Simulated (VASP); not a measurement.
# TaN (P6_3mc) in VASP: further runs

The runs below take TaN through single point, with PBEsol.

Everything below comes from runs of VASP 6.6.1. Logs are shortened: lines on timing, memory, paths and dates and some standing lists are left out, and cuts for length are marked.

### 1 The cell of the first run

Symmetry: P6_3mc, No. 186, hexagonal system. Conventional cell: a = 3.334 Å, b = 3.334 Å, c = 5.729 Å, α = 90.00°, β = 90.00°, γ = 120.00°. Within 2.5 Å of Ta (site symmetry 3m) lie 4 N at 1.86 to 2.17 Å. Within 2.5 Å of N (site symmetry 3m) lie 4 Ta at 1.86 to 2.17 Å.

### 2 Single point, PBEsol (13.79 Å³/atom)

Input file INCAR:

```
PREC = Accurate
ENCUT = 520
EDIFF = 1E-6
ISMEAR = 0
SIGMA = 0.15
LREAL = F
LASPH = T
NELM = 60
ALGO = Normal
ISIF = 2
LWAVE = F
LCHARG = F
GGA = PS
NBANDS = 24
```

Input file KPOINTS:

```
regular mesh
0
Gamma
  18 18 8
```

Input file POSCAR:

```
TaN
1.0
    3.3344762704      0.0000000000      0.0000000000
   -1.6672381352      2.8877411585      0.0000000000
    0.0000000000      0.0000000000      5.7292971278
Ta N
2 2
Direct
    0.3333333333      0.6666666667      0.0301041378
    0.6666666667      0.3333333333      0.5301041378
    0.3333333333      0.6666666667      0.3548958622
    0.6666666667      0.3333333333      0.8548958622
```

Potentials or basis: VASP PAW PBE potentials, release 64 (Ta_pv, N).

Started as:

```
$ cat potpaw_PBE.64/Ta_pv/POTCAR potpaw_PBE.64/N/POTCAR > POTCAR
$ mpirun -np 1 vasp_std > vasp.out
```

OUTCAR:

```text
PREC = Accurate
   ENCUT = 520
   EDIFF = 1E-6
   ISMEAR = 0
   LREAL = F
   LASPH = T
   NELM = 60
   ISIF = 2
   GGA = PS

 ion  position               nearest neighbor table
   1  0.333  0.667  0.030-   3 1.86   4 2.17   4 2.17   4 2.17   2 3.45   2 3.45   2 3.45   2 3.45
                             2 3.45   2 3.45
   2  0.667  0.333  0.530-   4 1.86   3 2.17   3 2.17   3 2.17   1 3.45   1 3.45   1 3.45   1 3.45
                             1 3.45   1 3.45
   3  0.333  0.667  0.355-   1 1.86   2 2.17   2 2.17   2 2.17
   4  0.667  0.333  0.855-   2 1.86   1 2.17   1 2.17   1 2.17

  LATTYP: Found a hexagonal cell.
 ALAT       =     3.3344762704
 C/A-ratio  =     1.7182000000

  Lattice vectors:

 A1 = (   3.3344762704,   0.0000000000,   0.0000000000)
 A2 = (  -1.6672381352,   2.8877411585,   0.0000000000)
 A3 = (   0.0000000000,   0.0000000000,   5.7292971278)

Analysis of symmetry for initial positions (statically):
=====================================================================
 Subroutine PRICEL returns:
 Original cell was already a primitive cell.

 Routine SETGRP: Setting up the symmetry group for a
 hexagonal supercell.

 Subroutine GETGRP returns: Found 12 space group operations
 (whereof  6 operations were pure point group operations)
 out of a pool of 24 trial point group operations.

The static configuration has the point symmetry C_3v.
 The point group associated with its full space group is C_6v.

Analysis of symmetry for dynamics (positions and initial velocities):
=====================================================================
 Subroutine PRICEL returns:
 Original cell was already a primitive cell.

 Routine SETGRP: Setting up the symmetry group for a
 hexagonal supercell.

 Subroutine GETGRP returns: Found 12 space group operations
 (whereof  6 operations were pure point group operations)
 out of a pool of 24 trial point group operations.

The dynamic configuration has the point symmetry C_3v.
 The point group associated with its full space group is C_6v.

 Subroutine INISYM returns: Found 12 space group operations
 (whereof  6 operations are pure point group operations),
 and found     1 'primitive' translations

----------------------------------------------------------------------------------------

                                     Primitive cell

  volume of cell :      55.1680

  direct lattice vectors                    reciprocal lattice vectors
     3.334476270  0.000000000  0.000000000     0.299897171  0.173145712  0.000000000
    -1.667238135  2.887741158  0.000000000     0.000000000  0.346291425  0.000000000
     0.000000000  0.000000000  5.729297128     0.000000000  0.000000000  0.174541480

  length of vectors
     3.334476270  3.334476270  5.729297128     0.346291425  0.346291425  0.174541480

  position of ions in fractional coordinates (direct lattice)
     0.333333333  0.666666667  0.030104138
     0.666666667  0.333333333  0.530104138
     0.333333333  0.666666667  0.354895862
     0.666666667  0.333333333  0.854895862

  ion indices of the primitive-cell ions
   primitive index   ion index
                 1           1
                 2           2
                 3           3
                 4           4

----------------------------------------------------------------------------------------

 KPOINTS: regular mesh

Automatic generation of k-mesh.
 Grid dimensions read from file:
 generate k-points for:   18   18    8

 Generating k-lattice:

  Cartesian coordinates                     Fractional coordinates (reciprocal lattice)
     0.016660954  0.009619206  0.000000000     0.055555556  0.000000000  0.000000000
     0.000000000  0.019238412  0.000000000     0.000000000  0.055555556  0.000000000
     0.000000000  0.000000000  0.021817685     0.000000000  0.000000000  0.125000000

  Length of vectors
     0.019238412  0.019238412  0.021817685

  Shift w.r.t. Gamma in fractional coordinates (k-lattice)
     0.000000000  0.000000000  0.000000000

 Subroutine IBZKPT returns following result:
 ===========================================

 Found    185 irreducible k-points:

 Following reciprocal coordinates:
            Coordinates               Weight
  0.000000  0.000000  0.000000      1.000000
  0.055556  0.000000  0.000000      6.000000
  0.111111  0.000000  0.000000      6.000000
  0.166667  0.000000  0.000000      6.000000
  0.222222  0.000000  0.000000      6.000000
  0.277778  0.000000  0.000000      6.000000
[... 16 lines left out ...]
  0.333333  0.111111  0.000000     12.000000
  0.388889  0.111111  0.000000     12.000000
 [... further k-points ...]
   k-points           NKPTS =    185   k-points in BZ     NKDIM =    185   number of bands    NBANDS=     24
   number of dos      NEDOS =    301   number of ions     NIONS =      4
   total plane-waves  NPLWV =  37632
   dimension x,y,z NGX =    28 NGY =   28 NGZ =   48
   dimension x,y,z NGXF=    56 NGYF=   56 NGZF=   96
   ions per type =               2   2
   NGX,Y,Z   is equivalent  to a cutoff of  13.96, 13.96, 13.93 a.u.
   NGXF,Y,Z  is equivalent  to a cutoff of  27.92, 27.92, 27.86 a.u.
 SYSTEM =  unknown system
   PREC   = accura    normal or accurate (medium, high low for compatibility)
   ISTART =      0    job   : 0-new  1-cont  2-samecut
   ICHARG =      2    charge: 1-file 2-atom 10-const
   ISPIN  =      1    spin polarized calculation?
   LNONCOLLINEAR =      F non collinear calculations
   LSORBIT =      F    spin-orbit coupling
   LASPH  =      T    aspherical Exc in radial PAW
   ENCUT  =  520.0 eV  38.22 Ry    6.18 a.u.   6.20  6.20 10.65*2*pi/ulx,y,z
   NELM   =     60;   NELMIN=  2; NELMDL= -5     # of ELM steps
   EDIFF  = 0.1E-05   stopping-criterion for ELM
   LREAL  =      F    real-space projection
   EDIFFG = 0.1E-04   stopping-criterion for IOM
   NSW    =      0    number of steps for IOM
   IBRION =     -1    ionic relax: 0-MD 1-quasi-New 2-CG
   NFREE  =      0    steps in history (QN), initial steepest desc. (CG)
   ISIF   =      2    stress and relaxation
   ISYM   =      2    0-nonsym 1-usesym 2-fastsym
   POTIM  = 0.5000    time-step for ionic-motion
   TEBEG  =    0.0;   TEEND  =   0.0 temperature during run
   PSTRESS=    0.0 pullay stress
   NELECT =      32.0000    total number of electrons
   NUPDOWN=      -1.0000    fix difference up-down
   EMIN   =  10.00;   EMAX   =-10.00  energy-range for DOS
   EFERMI =   0.00;   METHOD = LEGACY
   ISMEAR =     0;   SIGMA  =   0.15  broadening in eV -4-tet -1-fermi 0-gaus
   EFERMI_NEDOS =   21; number of points for ismear=-14 and -15
   IALGO  =     38    algorithm
   IMIX   =      4    mixing-type and parameters
     AMIX     =   0.40;   BMIX     =  1.00
     AMIX_MAG =   1.60;   BMIX_MAG =  1.00
  volume/ion in A,a.u.               =      13.79        93.07
  Fermi-wavevector in a.u.,A,eV,Ry     =   1.365303  2.580049 25.361975  1.864053
  Thomas-Fermi vector in A             =   2.491543
   LORBIT       =      0    0 simple, 1 ext, 2 COOP (PROOUT), +10 PAW based schemes
   GGA     = PS    functional components
   LHFCALC =     F    Hartree Fock is set to
   AEXX    =    0.0000 exact exchange contribution
   IVDW    =     0    specifies the selected vdW correction
   LEPSILON=     F    determine dielectric tensor
   LRPA    =     F    only Hartree local field effects (RPA)
 non-spin polarized calculation
 Gauss-broadening in eV      SIGMA  =   0.15
  energy-cutoff  :      520.00
  volume of cell :       55.17
 maximum number of plane-waves:      1501
 NGX is ok and might be reduce to    28
   NGX = 13   NGY = 13   NGZ = 21

 number of electron      31.9999999 magnetization

 Free energy of the ion-electron system (eV)
  ---------------------------------------------------
  ext. energy  EPLUGINS =         0.00000000
  ---------------------------------------------------
  free energy    TOTEN  =       -45.11154960 eV

  energy without entropy =      -45.10126026  energy(sigma->0) =      -45.10640493

 E-fermi :   5.8627     XC(G=0): -11.9847

 val. band max:        5.8625732998   @ k =   0.0556   0.0556   0.1250
 cond. band min:       5.8722612393   @ k =   0.1667   0.0000   0.3750
 fundamental gap:      0.0096879396
 Fermi energy:         5.8626702793

 k-point     1 :       0.0000    0.0000    0.0000
  band No.  band energies     occupation
      1     -29.8498      2.00000
      2     -29.4530      2.00000
      3     -29.2516      2.00000
      4     -29.2516      2.00000
      5     -29.2042      2.00000
      6     -29.2042      2.00000
[... 16 lines left out ...]
     23      10.6203      0.00000
     24      12.6782      0.00000

 k-point     2 :       0.0556    0.0000    0.0000
  band No.  band energies     occupation
      1     -29.8460      2.00000
      2     -29.4543      2.00000
      3     -29.2607      2.00000
      4     -29.2542      2.00000
      5     -29.2139      2.00000
      6     -29.2058      2.00000
[... 16 lines left out ...]
     23      10.8122      0.00000
     24      12.4337      0.00000

 k-point     3 :       0.1111    0.0000    0.0000
  band No.  band energies     occupation
      1     -29.8346      2.00000
      2     -29.4582      2.00000
      3     -29.2868      2.00000
      4     -29.2617      2.00000
      5     -29.2419      2.00000
      6     -29.2107      2.00000
[... 16 lines left out ...]
     23      11.3229      0.00000
     24      12.2179      0.00000
[... 514 lines left out ...]
 k-point    23 :       0.3333    0.1111    0.0000
  band No.  band energies     occupation
      1     -29.7017      2.00000
      2     -29.5324      2.00000
      3     -29.5041      2.00000
      4     -29.4667      2.00000
      5     -29.3424      2.00000
      6     -29.2762      2.00000
[... 16 lines left out ...]
     23      10.8073      0.00000
     24      11.6929      0.00000

 k-point    24 :       0.3889    0.1111    0.0000
  band No.  band energies     occupation
      1     -29.6804      2.00000
      2     -29.5515      2.00000
      3     -29.5260      2.00000
      4     -29.4836      2.00000
      5     -29.3519      2.00000
      6     -29.2826      2.00000
[... 16 lines left out ...]
     23      10.8437      0.00000
     24      11.7200      0.00000

 [... further k-points ...]

------------------------ aborting loop because EDIFF is reached ----------------------------------------

  FORCE on cell =-STRESS in cart. coord.  units (eV):
  Direction    XX          YY          ZZ          XY          YZ          ZX
  --------------------------------------------------------------------------------------
  -------------------------------------------------------------------------------------
  Total       -7.2932976     -7.2932976      7.1775388      0.0000000      0.0000000      0.0000000
  in kB     -211.8104001   -211.8104001    208.4485556      0.0000000      0.0000000      0.0000000
  external PRESSURE =     -71.7240815 kB  Pullay stress =       0.0000000 kB

 VOLUME and BASIS-vectors are now :
 -----------------------------------------------------------------------------
  energy-cutoff  :      520.00
  volume of cell :       55.17
      direct lattice vectors                 reciprocal lattice vectors
     3.334476270  0.000000000  0.000000000     0.299897171  0.173145712  0.000000000
    -1.667238135  2.887741158  0.000000000     0.000000000  0.346291425  0.000000000
     0.000000000  0.000000000  5.729297128     0.000000000  0.000000000  0.174541480

 POSITION                                       TOTAL-FORCE (eV/Angst)
 -----------------------------------------------------------------------------------
     -0.00000      1.92516      0.17248        -0.000000      0.000000     -2.696281
      1.66724      0.96258      3.03712         0.000000     -0.000000     -2.696281
     -0.00000      1.92516      2.03330         0.000000      0.000000      2.696281
      1.66724      0.96258      4.89795         0.000000      0.000000      2.696281
 -----------------------------------------------------------------------------------
    total drift:                               -0.000000     -0.000000      0.002915

  FREE ENERGIE OF THE ION-ELECTRON SYSTEM (eV)
  ---------------------------------------------------
  free  energy   TOTEN  =       -45.1115496013 eV

  energy  without entropy=      -45.1012602620  energy(sigma->0) =      -45.10640493
```

It took 2.7 min on 1 thread of AMD EPYC 7R13 (Zen 3), shared host; peak memory 0.31 GiB.

What came out:

| Property | Result |
| --- | --- |
| Free energy | -45.1115 eV |
| Pressure | -7.2 GPa |
| Largest force | 2.696 eV/Å |
| Band gap on the k mesh | zero (bands 16 and 17 overlap by 0.82 eV) |

Forces in eV/Å, atoms in the order of the input:
```
Ta   0.000  0.000 -2.696
Ta   0.000  0.000 -2.696
N    0.000  0.000  2.696
N    0.000  0.000  2.696
```

Levels at points of the mesh, in eV from the Fermi level:
| k point | band 14 | band 15 | band 16 | band 17 | band 18 | band 19 |
| --- | --- | --- | --- | --- | --- | --- |
| (0.00, 0.00, 0.00) | -4.61 | -0.99 | -0.71 | -0.24 | -0.24 | 1.77 |
| (0.50, 0.00, 0.00) | -3.75 | -2.14 | -0.31 | 1.57 | 1.98 | 2.39 |
| (0.00, 0.00, 0.50) | -5.26 | 0.54 | 0.54 | 0.87 | 0.87 | 0.87 |
| (0.50, 0.00, 0.50) | -5.02 | -0.45 | -0.45 | 1.77 | 1.77 | 2.61 |

Caveat: the cell stands under tension; the PAW data sets were made with another functional, which shifts forces and pressure a little; spin-orbit coupling is left out, which moves the levels of the heavy elements.

### 3 Single point, PBEsol (13.79 Å³/atom)

Input file INCAR:

```
PREC = Accurate
ENCUT = 520
EDIFF = 1E-6
ISMEAR = 0
SIGMA = 0.15
LREAL = False
LASPH = True
NELM = 80
ALGO = Normal
ISIF = 2
LWAVE = False
LCHARG = False
GGA = PS
NBANDS = 24
```

Input file KPOINTS:

```
Automatic mesh
0
Gamma
  18 18 8
```

Input file POSCAR:

```
TaN
1.0
    3.1604747327      0.0000000000      0.0000000000
   -1.5802373664      2.7370514066      0.0000000000
    0.0000000000      0.0000000000      6.3775219632
Ta N
2 2
Direct
    0.3333333333      0.6666666667      0.0301041378
    0.6666666667      0.3333333333      0.5301041378
    0.3333333333      0.6666666667      0.3548958622
    0.6666666667      0.3333333333      0.8548958622
```

Potentials or basis: VASP PAW PBE potentials, release 64 (Ta_pv, N).

Started as:

```
$ cat potpaw_PBE.64/Ta_pv/POTCAR potpaw_PBE.64/N/POTCAR > POTCAR
$ mpirun -np 1 vasp_std > vasp.out
```

Run time: 2.2 min. Hardware: 1 thread of AMD EPYC 7R13 (Zen 3), shared host; peak memory 0.3 GiB.

Results (log left out):

| Quantity | Value |
| --- | --- |
| Free energy | -45.4734 eV |
| Pressure | -19.0 GPa |
| Largest force | 0.526 eV/Å |
| Band gap on the k mesh | zero (bands 16 and 17 overlap by 0.21 eV) |

Forces in eV/Å, atoms in the order of the input:
```
Ta   0.000  0.000  0.526
Ta   0.000  0.000  0.526
N    0.000  0.000 -0.526
N    0.000  0.000 -0.526
```

Stress tensor (GPa, compression positive):
```
-12.77   0.00   0.00
  0.00 -12.77   0.00
  0.00   0.00 -31.57
```

Levels at points of the mesh, in eV from the Fermi level:
| k point | band 12 | band 13 | band 14 | band 15 | band 16 | band 17 | band 18 | band 19 | band 20 | band 21 |
| --- | --- | --- | --- | --- | --- | --- | --- | --- | --- | --- |
| (0.00, 0.00, 0.00) | -4.75 | -4.06 | -4.06 | -0.94 | -0.45 | 0.35 | 0.35 | 2.04 | 2.04 | 2.81 |
| (0.50, 0.00, 0.00) | -4.97 | -4.51 | -3.37 | -2.06 | -0.52 | 0.95 | 2.01 | 2.63 | 3.41 | 3.92 |
| (0.00, 0.00, 0.50) | -4.44 | -4.44 | -4.44 | 0.08 | 0.08 | 1.01 | 1.01 | 1.01 | 1.01 | 4.45 |
| (0.50, 0.00, 0.50) | -5.09 | -4.28 | -4.28 | -0.95 | -0.95 | 1.29 | 1.29 | 3.28 | 3.28 | 4.36 |

Caveat: the cell stands under tension; the PAW data sets were made with another functional, which shifts forces and pressure a little; spin-orbit coupling is left out, which moves the levels of the heavy elements.
